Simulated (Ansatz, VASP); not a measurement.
## Co: VASP beside Ansatz

```
CELL_PARAMETERS angstrom
0.00000 3.20688 3.20688
3.20688 0.00000 3.20688
3.20688 3.20688 0.00000
ATOMIC_POSITIONS crystal
Co 0.25000 0.25000 0.25000
Co 0.00000 0.00000 0.00000
Co 0.62500 0.62500 0.12500
Co 0.62500 0.12500 0.62500
Co 0.12500 0.62500 0.62500
Co 0.62500 0.62500 0.62500
```

Alike in both runs: task single point; functional PBEsol; k mesh 14 × 14 × 14; occupations gaussian, width 0.15 eV; collinear spin.

|  | VASP | Ansatz |
| --- | --- | --- |
| version | VASP 6.6.1 | Ansatz 0.2.0 |
| potentials or method | VASP PAW PBE potentials, release 64 (Co), cutoff 520 eV | scalar-relativistic, plane waves, PAW |
| valence electrons in the cell | 54 | 102 |

Ansatz gave:

- gap on the k mesh at the Fermi level (eV): none
- pressure (GPa): -0.4
- net moment per atom (μB): 1.69
- size of the moment on the site where the two differ most (μB): 1.72

**Question.** Which values does VASP return?

**Answer.** gap on the k mesh at the Fermi level (eV): none; pressure (GPa): -1.3; net moment per atom (μB): 1.68; size of the moment on the site where the two differ most (μB): 1.66.

VASP's potentials were made for PBE, not for PBEsol. Site moments also hang on the region over which each program counts them. A gap of «none» marks a metal or a gap that the smearing closes. VASP's potentials hold 54 valence electrons a cell and Ansatz's 102, so a difference there can come from the potentials and not from the codes.
